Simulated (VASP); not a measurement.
# Pt: single point with PBE

Crystal: Pt.

```xyz
2
Lattice="2.7585 0.0000 0.0000 -1.3793 2.3890 0.0000 0.0000 0.0000 4.7814" Properties=species:S:1:pos:R:3 pbc="T T T"
Pt    1.3793    0.7963    3.5860
Pt    0.0000    1.5926    1.1953
```

- Program: VASP 6.6.1
- Task: single point
- Functional: PBE
- Potentials or basis: VASP PAW PBE potentials, release 64 (Pt)
- Cutoff: 520 eV
- k mesh: 18 × 18 × 10
- Occupations: gaussian, width 0.15 eV
- Spin: no spin polarisation

The pressure is -0.4 GPa and the band gap on the k mesh is zero (band 10 reaches 10.91 eV, above the bottom of band 11 at 9.62 eV).

Stress tensor (GPa, compression positive):
```
-0.20  0.00  0.00
 0.00 -0.20  0.00
 0.00  0.00 -0.78
```

Levels at points of the mesh, in eV from the Fermi level:
```
           k point  band 7  band 8  band 9  band 10  band 11  band 12  band 13  band 14
(0.00, 0.00, 0.00)   -3.06   -1.81   -1.81    -0.71    -0.22    -0.22     4.72    15.12
(0.50, 0.00, 0.00)   -2.59    0.01    0.29     0.49     2.27     3.75     7.29     8.86
(0.00, 0.00, 0.50)   -3.42   -3.42   -0.80    -0.80    -0.80    -0.80    11.96    11.96
(0.50, 0.00, 0.50)   -0.85   -0.85    0.40     0.40     1.71     1.71     6.48     6.48
```

Run time: 56 s on 1 thread of Intel(R) Xeon(R) Platinum 8488C (Sapphire Rapids), on a shared host, peak memory 0.23 GiB.

Caveat: spin-orbit coupling is left out, which moves the levels of the heavy elements.
